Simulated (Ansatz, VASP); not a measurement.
# AlGa3Sb4 in VASP and in Ansatz

```
Al Ga Sb
1.0
     4.39828    0.00000    0.00000
     0.00000    4.39828    0.00000
     0.00000    0.00000   12.42136
Al Ga Sb
1 3 4
Direct
  0.00000 0.00000 0.50000
  0.00000 0.00000 0.00000
  0.50000 0.50000 0.24957
  0.50000 0.50000 0.75043
  0.50000 0.00000 0.12481
  0.00000 0.50000 0.37479
  0.50000 0.00000 0.62521
  0.00000 0.50000 0.87519
```

Alike in both runs: task single point; functional LDA; k mesh 8 × 8 × 4; occupations gaussian, width 0.1 eV; no spin polarisation.

|  | VASP | Ansatz |
| --- | --- | --- |
| version | VASP 6.6.1 | Ansatz 0.2.0 |
| potentials or method | VASP PAW LDA potentials, release 64 (Al, Ga_d, Sb), cutoff 500 eV | scalar-relativistic, plane waves, PAW |
| valence electrons in the cell | 62 | 102 |

```tsv
	VASP	Ansatz	Ansatz less VASP
gap on the k mesh at the Fermi level (eV)	none	none	-
pressure (GPa)	-3.3	-3.5	-0.17
rms of the force components (eV/Å)	0.031	0.027	-0.0043
```

LDA's correlation is that of Perdew and Zunger in VASP and of Perdew and Wang (1992) in Ansatz. Atom by atom the forces differ by 0.004 eV/Å (rms over components). A gap of «none» marks a metal or a gap that the smearing closes. VASP's potentials hold 62 valence electrons a cell and Ansatz's 102, so a difference there can come from the potentials and not from the codes.

Spin-orbit coupling is off throughout.
